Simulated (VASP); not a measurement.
# TaN (Fm-3m) in VASP: single point with PBE

Aim: the single point of TaN with PBE.

Program: VASP 6.6.1. These are calculated values, not measurements. Logs are shortened: lines on timing, memory, paths and dates and some standing lists are left out, and cuts for length are marked.

### 1 The cell of the first run

The structure is cubic, space group Fm-3m (No. 225). Conventional cell: a = 4.423 Å, b = 4.423 Å, c = 4.423 Å, α = 90.00°, β = 90.00°, γ = 90.00°. Within 2.9 Å of Ta (site symmetry m-3m) lie 6 N at 2.21 Å. N (site symmetry m-3m) has 6 Ta at 2.21 Å within 2.9 Å.

### 2 Single point, PBE

INCAR reads:

```
ALGO = Normal
EDIFF = 1E-6
ENCUT = 520
GGA = PE
ISIF = 2
ISMEAR = -1
LASPH = T
LCHARG = T
LELF = T
LREAL = Auto
LVHAR = T
LWAVE = F
NBANDS = 78
NELM = 80
PREC = Accurate
SIGMA = 0.05
```

KPOINTS reads:

```
k-points
0
Gamma
  6 6 6
```

POSCAR reads:

```
TaN
1.0
    0.0000000000      4.4226460000      4.4226460000
    4.4226460000      0.0000000000      4.4226460000
    4.4226460000      4.4226460000      0.0000000000
Ta N
8 8
Direct
    0.2500000000      0.2500000000      0.2500000000
    0.2500000000      0.2500000000      0.7500000000
    0.2500000000      0.7500000000      0.2500000000
    0.2500000000      0.7500000000      0.7500000000
    0.7500000000      0.2500000000      0.2500000000
    0.7500000000      0.2500000000      0.7500000000
    0.7500000000      0.7500000000      0.2500000000
    0.7500000000      0.7500000000      0.7500000000
    0.0000000000      0.0000000000      0.0000000000
    0.0000000000      0.0000000000      0.5000000000
    0.0000000000      0.5000000000      0.0000000000
    0.0000000000      0.5000000000      0.5000000000
    0.5000000000      0.0000000000      0.0000000000
    0.5000000000      0.0000000000      0.5000000000
    0.5000000000      0.5000000000      0.0000000000
    0.5000000000      0.5000000000      0.5000000000
```

Potentials or basis: VASP PAW PBE potentials, release 64 (Ta_pv, N).

Launch:

```console
> cat potpaw_PBE.64/Ta_pv/POTCAR potpaw_PBE.64/N/POTCAR > POTCAR
> mpirun -np 1 vasp_std > vasp.out
```

OUTCAR:

```text
EDIFF = 1E-6
   ENCUT = 520
   GGA = PE
   ISIF = 2
   ISMEAR = -1
   LASPH = T
   LREAL = Auto
   NELM = 80
   PREC = Accurate

 ion  position               nearest neighbor table
   1  0.250  0.250  0.250-  10 2.21  11 2.21  12 2.21  13 2.21  14 2.21  15 2.21   2 3.13   3 3.13
                             5 3.13   2 3.13   4 3.13   6 3.13   3 3.13   4 3.13   7 3.13   5 3.13
   2  0.250  0.250  0.750-   9 2.21  11 2.21  12 2.21  13 2.21  14 2.21  16 2.21   1 3.13   4 3.13
                             6 3.13   1 3.13   3 3.13   5 3.13   3 3.13   4 3.13   8 3.13   5 3.13
   3  0.250  0.750  0.250-   9 2.21  10 2.21  12 2.21  13 2.21  15 2.21  16 2.21   1 3.13   4 3.13
                             7 3.13   2 3.13   4 3.13   8 3.13   1 3.13   2 3.13   5 3.13   5 3.13
   4  0.250  0.750  0.750-   9 2.21  10 2.21  11 2.21  14 2.21  15 2.21  16 2.21   2 3.13   3 3.13
                             8 3.13   1 3.13   3 3.13   7 3.13   1 3.13   2 3.13   6 3.13   6 3.13
   5  0.750  0.250  0.250-   9 2.21  10 2.21  11 2.21  14 2.21  15 2.21  16 2.21   1 3.13   6 3.13
                             7 3.13   2 3.13   6 3.13   8 3.13   3 3.13   7 3.13   8 3.13   1 3.13
   6  0.750  0.250  0.750-   9 2.21  10 2.21  12 2.21  13 2.21  15 2.21  16 2.21   2 3.13   5 3.13
                             8 3.13   1 3.13   5 3.13   7 3.13   4 3.13   7 3.13   8 3.13   1 3.13
   7  0.750  0.750  0.250-   9 2.21  11 2.21  12 2.21  13 2.21  14 2.21  16 2.21   3 3.13   5 3.13
                             8 3.13   4 3.13   6 3.13   8 3.13   1 3.13   5 3.13   6 3.13   1 3.13
   8  0.750  0.750  0.750-  10 2.21  11 2.21  12 2.21  13 2.21  14 2.21  15 2.21   4 3.13   6 3.13
                             7 3.13   3 3.13   5 3.13   7 3.13   2 3.13   5 3.13   6 3.13   2 3.13
   9  0.000  0.000  0.000-   2 2.21   3 2.21   4 2.21   5 2.21   6 2.21   7 2.21
  10  0.000  0.000  0.500-   1 2.21   3 2.21   4 2.21   5 2.21   6 2.21   8 2.21
  11  0.000  0.500  0.000-   1 2.21   2 2.21   4 2.21   5 2.21   7 2.21   8 2.21
  12  0.000  0.500  0.500-   1 2.21   2 2.21   3 2.21   6 2.21   7 2.21   8 2.21
  13  0.500  0.000  0.000-   1 2.21   2 2.21   3 2.21   6 2.21   7 2.21   8 2.21
  14  0.500  0.000  0.500-   1 2.21   2 2.21   4 2.21   5 2.21   7 2.21   8 2.21
  15  0.500  0.500  0.000-   1 2.21   3 2.21   4 2.21   5 2.21   6 2.21   8 2.21
  16  0.500  0.500  0.500-   2 2.21   3 2.21   4 2.21   5 2.21   6 2.21   7 2.21

  LATTYP: Found a face centered cubic cell.
 ALAT       =     8.8452920000

  Lattice vectors:

 A1 = (   0.0000000000,   4.4226460000,   4.4226460000)
 A2 = (   4.4226460000,   0.0000000000,   4.4226460000)
 A3 = (   4.4226460000,   4.4226460000,   0.0000000000)

Analysis of symmetry for initial positions (statically):
=====================================================================
 Subroutine PRICEL returns following result:

  LATTYP: Found a face centered cubic cell.
 ALAT       =     4.4226460000

  Lattice vectors:

 A1 = (   0.0000000000,   2.2113230000,   2.2113230000)
 A2 = (   2.2113230000,   0.0000000000,   2.2113230000)
 A3 = (   2.2113230000,   2.2113230000,   0.0000000000)

   8 primitive cells build up your supercell.

 Routine SETGRP: Setting up the symmetry group for a
 face centered cubic supercell.

 Subroutine GETGRP returns: Found 48 space group operations
 (whereof 48 operations were pure point group operations)
 out of a pool of 48 trial point group operations.

The static configuration has the point symmetry O_h .

Analysis of symmetry for dynamics (positions and initial velocities):
=====================================================================
 Subroutine PRICEL returns following result:

  LATTYP: Found a face centered cubic cell.
 ALAT       =     4.4226460000

  Lattice vectors:

 A1 = (   0.0000000000,   2.2113230000,   2.2113230000)
 A2 = (   2.2113230000,   0.0000000000,   2.2113230000)
 A3 = (   2.2113230000,   2.2113230000,   0.0000000000)

   8 primitive cells build up your supercell.

 Routine SETGRP: Setting up the symmetry group for a
 face centered cubic supercell.

 Subroutine GETGRP returns: Found 48 space group operations
 (whereof 48 operations were pure point group operations)
 out of a pool of 48 trial point group operations.

The dynamic configuration has the point symmetry O_h .

 Subroutine INISYM returns: Found 48 space group operations
 (whereof 48 operations are pure point group operations),
 and found     8 'primitive' translations

----------------------------------------------------------------------------------------

                                     Primitive cell

  volume of cell :      21.6265

  direct lattice vectors                    reciprocal lattice vectors
     0.000000000  2.211323000  2.211323000    -0.226108985  0.226108985  0.226108985
     2.211323000  0.000000000  2.211323000     0.226108985 -0.226108985  0.226108985
     2.211323000  2.211323000  0.000000000     0.226108985  0.226108985 -0.226108985

  length of vectors
     3.127282977  3.127282977  3.127282977     0.391632251  0.391632251  0.391632251

  position of ions in fractional coordinates (direct lattice)
     0.500000000  0.500000000  0.500000000
     0.000000000  0.000000000  0.000000000

  ion indices of the primitive-cell ions
   primitive index   ion index
                 1           1
                 2           9

----------------------------------------------------------------------------------------

 KPOINTS: k-points

Automatic generation of k-mesh.
 Grid dimensions read from file:
 generate k-points for:    6    6    6

 Generating k-lattice:

  Cartesian coordinates                     Fractional coordinates (reciprocal lattice)
    -0.018842415  0.018842415  0.018842415     0.166666667  0.000000000  0.000000000
     0.018842415 -0.018842415  0.018842415     0.000000000  0.166666667  0.000000000
     0.018842415  0.018842415 -0.018842415     0.000000000  0.000000000  0.166666667

  Length of vectors
     0.032636021  0.032636021  0.032636021

  Shift w.r.t. Gamma in fractional coordinates (k-lattice)
     0.000000000  0.000000000  0.000000000

 Subroutine IBZKPT returns following result:
 ===========================================

 Found     16 irreducible k-points:

 Following reciprocal coordinates:
            Coordinates               Weight
  0.000000  0.000000  0.000000      1.000000
  0.166667  0.000000  0.000000      8.000000
  0.333333  0.000000  0.000000      8.000000
  0.500000  0.000000  0.000000      4.000000
  0.166667  0.166667  0.000000      6.000000
  0.333333  0.166667  0.000000     24.000000
[... 8 lines left out ...]
 -0.333333  0.333333  0.166667     24.000000
 -0.333333  0.500000  0.166667     12.000000
   k-points           NKPTS =     16   k-points in BZ     NKDIM =     16   number of bands    NBANDS=     78
   number of dos      NEDOS =    301   number of ions     NIONS =     16
   total plane-waves  NPLWV = 110592
   dimension x,y,z NGX =    48 NGY =   48 NGZ =   48
   dimension x,y,z NGXF=    96 NGYF=   96 NGZF=   96
   ions per type =               8   8
   NGX,Y,Z   is equivalent  to a cutoff of  12.76, 12.76, 12.76 a.u.
   NGXF,Y,Z  is equivalent  to a cutoff of  25.52, 25.52, 25.52 a.u.
 SYSTEM =  unknown system
   PREC   = accura    normal or accurate (medium, high low for compatibility)
   ISTART =      0    job   : 0-new  1-cont  2-samecut
   ICHARG =      2    charge: 1-file 2-atom 10-const
   ISPIN  =      1    spin polarized calculation?
   LNONCOLLINEAR =      F non collinear calculations
   LSORBIT =      F    spin-orbit coupling
   LASPH  =      T    aspherical Exc in radial PAW
   ENCUT  =  520.0 eV  38.22 Ry    6.18 a.u.  11.63 11.63 11.63*2*pi/ulx,y,z
   NELM   =     80;   NELMIN=  2; NELMDL= -5     # of ELM steps
   EDIFF  = 0.1E-05   stopping-criterion for ELM
   LREAL  =      T    real-space projection
   EDIFFG = 0.1E-04   stopping-criterion for IOM
   NSW    =      0    number of steps for IOM
   IBRION =     -1    ionic relax: 0-MD 1-quasi-New 2-CG
   NFREE  =      0    steps in history (QN), initial steepest desc. (CG)
   ISIF   =      2    stress and relaxation
   ISYM   =      2    0-nonsym 1-usesym 2-fastsym
   POTIM  = 0.5000    time-step for ionic-motion
   TEBEG  =    0.0;   TEEND  =   0.0 temperature during run
   PSTRESS=    0.0 pullay stress
   NELECT =     128.0000    total number of electrons
   NUPDOWN=      -1.0000    fix difference up-down
   EMIN   =  10.00;   EMAX   =-10.00  energy-range for DOS
   EFERMI =   0.00;   METHOD = LEGACY
   ISMEAR =    -1;   SIGMA  =   0.05  broadening in eV -4-tet -1-fermi 0-gaus
   EFERMI_NEDOS =   21; number of points for ismear=-14 and -15
   IALGO  =     38    algorithm
   IMIX   =      4    mixing-type and parameters
     AMIX     =   0.40;   BMIX     =  1.00
     AMIX_MAG =   1.60;   BMIX_MAG =  1.00
  volume/ion in A,a.u.               =      10.81        72.97
  Fermi-wavevector in a.u.,A,eV,Ry     =   1.480651  2.798024 29.828417  2.192327
  Thomas-Fermi vector in A             =   2.594659
   LORBIT       =      0    0 simple, 1 ext, 2 COOP (PROOUT), +10 PAW based schemes
   GGA     = PE    functional components
   LHFCALC =     F    Hartree Fock is set to
   AEXX    =    0.0000 exact exchange contribution
   IVDW    =     0    specifies the selected vdW correction
   LEPSILON=     F    determine dielectric tensor
   LRPA    =     F    only Hartree local field effects (RPA)
 non-spin polarized calculation
  energy-cutoff  :      520.00
  volume of cell :      173.01
 maximum number of plane-waves:      4720
 NGX is ok and might be reduce to    48
   NGX = 23   NGY = 23   NGZ = 23

 number of electron     128.0000027 magnetization

 Free energy of the ion-electron system (eV)
  ---------------------------------------------------
  ext. energy  EPLUGINS =         0.00000000
  ---------------------------------------------------
  free energy    TOTEN  =      -174.62321706 eV

  energy without entropy =     -174.54780390  energy(sigma->0) =     -174.58551048

 E-fermi :   9.3135     XC(G=0): -13.3442

 val. band max:        9.2838778835   @ k =   0.5000   0.3333   0.0000
 cond. band min:       9.3217534692   @ k =  -0.3333   0.5000   0.1667
 fundamental gap:      0.0378755857
 Fermi energy:         9.3135475094

 k-point     1 :       0.0000    0.0000    0.0000
  band No.  band energies     occupation
      1     -27.2522      2.00000
      2     -27.2522      2.00000
      3     -27.2522      2.00000
      4     -27.2522      2.00000
      5     -27.1332      2.00000
      6     -27.1332      2.00000
[... 68 lines left out ...]
     75      11.2936      0.00000
     76      11.2936      0.00000

 k-point     2 :       0.1667    0.0000    0.0000
  band No.  band energies     occupation
      1     -27.2272      2.00000
      2     -27.2272      2.00000
      3     -27.2272      2.00000
      4     -27.2023      2.00000
      5     -27.1117      2.00000
      6     -27.1117      2.00000
[... 68 lines left out ...]
     75      11.3279      0.00000
     76      11.3279      0.00000

 k-point     3 :       0.3333    0.0000    0.0000
  band No.  band energies     occupation
      1     -27.1618      2.00000
      2     -27.1618      2.00000
      3     -27.1618      2.00000
      4     -27.0729      2.00000
      5     -27.0729      2.00000
      6     -27.0729      2.00000
[... 1016 lines left out ...]
     75      11.3989      0.00000
     76      11.3989      0.00000

 k-point    16 :      -0.3333    0.5000    0.1667
  band No.  band energies     occupation
      1     -27.0261      2.00000
      2     -27.0261      2.00000
      3     -26.9762      2.00000
      4     -26.9762      2.00000
      5     -26.9659      2.00000
      6     -26.9659      2.00000
[... 68 lines left out ...]
     75      11.1402      0.00000
     76      11.1403      0.00000
 [bands above 76 left out]

------------------------ aborting loop because EDIFF is reached ----------------------------------------

  FORCE on cell =-STRESS in cart. coord.  units (eV):
  Direction    XX          YY          ZZ          XY          YZ          ZX
  --------------------------------------------------------------------------------------
  -------------------------------------------------------------------------------------
  Total       -0.4442653     -0.4442653     -0.4442653     -0.0000000      0.0000000     -0.0000000
  in kB       -4.1141151     -4.1141151     -4.1141151     -0.0000000      0.0000000     -0.0000000
  external PRESSURE =      -4.1141151 kB  Pullay stress =       0.0000000 kB

 VOLUME and BASIS-vectors are now :
 -----------------------------------------------------------------------------
  energy-cutoff  :      520.00
  volume of cell :      173.01
      direct lattice vectors                 reciprocal lattice vectors
     0.000000000  4.422646000  4.422646000    -0.113054493  0.113054493  0.113054493
     4.422646000  0.000000000  4.422646000     0.113054493 -0.113054493  0.113054493
     4.422646000  4.422646000  0.000000000     0.113054493  0.113054493 -0.113054493

 POSITION                                       TOTAL-FORCE (eV/Angst)
 -----------------------------------------------------------------------------------
      2.21132      2.21132      2.21132         0.000000     -0.000000      0.000000
      4.42265      4.42265      2.21132         0.000000      0.000000      0.000000
      4.42265      2.21132      4.42265         0.000000      0.000000     -0.000000
      6.63397      4.42265      4.42265        -0.000000      0.000000      0.000000
      2.21132      4.42265      4.42265         0.000000     -0.000000     -0.000000
      4.42265      6.63397      4.42265        -0.000000      0.000000     -0.000000
[... 8 lines left out ...]
      2.21132      2.21132      4.42265        -0.000000     -0.000000     -0.000000
      4.42265      4.42265      4.42265         0.000000      0.000000      0.000000
 -----------------------------------------------------------------------------------
    total drift:                                0.000000      0.000000     -0.000000

  FREE ENERGIE OF THE ION-ELECTRON SYSTEM (eV)
  ---------------------------------------------------
  free  energy   TOTEN  =      -174.6232170648 eV

  energy  without entropy=     -174.5478038954  energy(sigma->0) =     -174.58551048
```

It took 14 min on 1 thread of AMD EPYC 7R13, shared host; peak memory 0.38 GiB.

What came out:

- Free energy: -174.6232 eV
- Pressure: -0.4 GPa
- Band gap on the k mesh: zero (bands 64 and 65 overlap by 1.46 eV)

Levels at points of the mesh, in eV from the Fermi level:
```tsv
k point	band 60	band 61	band 62	band 63	band 64	band 65	band 66	band 67	band 68	band 69
(0.00, 0.00, 0.00)	-2.02	-2.02	-2.02	0.10	0.10	1.42	1.89	1.89	1.89	1.89
(0.50, 0.00, 0.00)	-1.97	-1.97	-1.97	-0.72	-0.72	-0.34	-0.34	-0.34	-0.34	2.51
(0.50, 0.50, 0.00)	-0.14	-0.14	-0.14	0.45	0.45	0.45	0.45	0.67	0.67	0.67
```

Caveat: spin-orbit coupling is left out, which moves the levels of the heavy elements.

The gap in the log of VASP goes by the Fermi energy; the results here count the filled bands.